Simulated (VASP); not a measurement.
**BiOs: single point with PBE**

The system is BiOs.

```xyz
2
Lattice="0.0000 2.8596 2.8596 2.8596 0.0000 2.8596 2.8596 2.8596 0.0000" Properties=species:S:1:pos:R:3 pbc="T T T"
Os    2.8596    2.8596    2.8596
Bi    0.0000    0.0000    0.0000
```

```
Program             : VASP 6.6.1
Task                : single point
Functional          : PBE
Potentials or basis : VASP PAW PBE potentials, release 64 (Os, Bi_d)
Cutoff              : 520 eV
k mesh              : 10 × 10 × 10
Occupations         : gaussian, width 0.05 eV
Spin                : no spin polarisation
```

```json
{"Pressure": "-7.0 GPa", "Band gap on the k mesh": "zero (an odd number of electrons rules out a gap without spin polarisation)"}
```

Levels at points of the mesh, in eV from the Fermi level:
```tsv
k point	band 8	band 9	band 10	band 11	band 12	band 13	band 14	band 15
(0.00, 0.00, 0.00)	-1.23	-1.23	-0.93	-0.93	1.82	1.82	1.82	3.34
(0.50, 0.00, 0.00)	-3.12	-3.12	-0.43	-0.43	-0.17	4.17	5.97	5.97
(0.50, 0.50, 0.00)	-2.11	-0.80	-0.80	-0.50	-0.01	-0.01	0.14	1.81
```

Wall time 50 s on 1 thread of Intel Xeon 8259CL, on a shared host, peak memory 0.2 GiB.

Caveat: the cell stands under tension; spin-orbit coupling is left out, which moves the levels of the heavy elements.
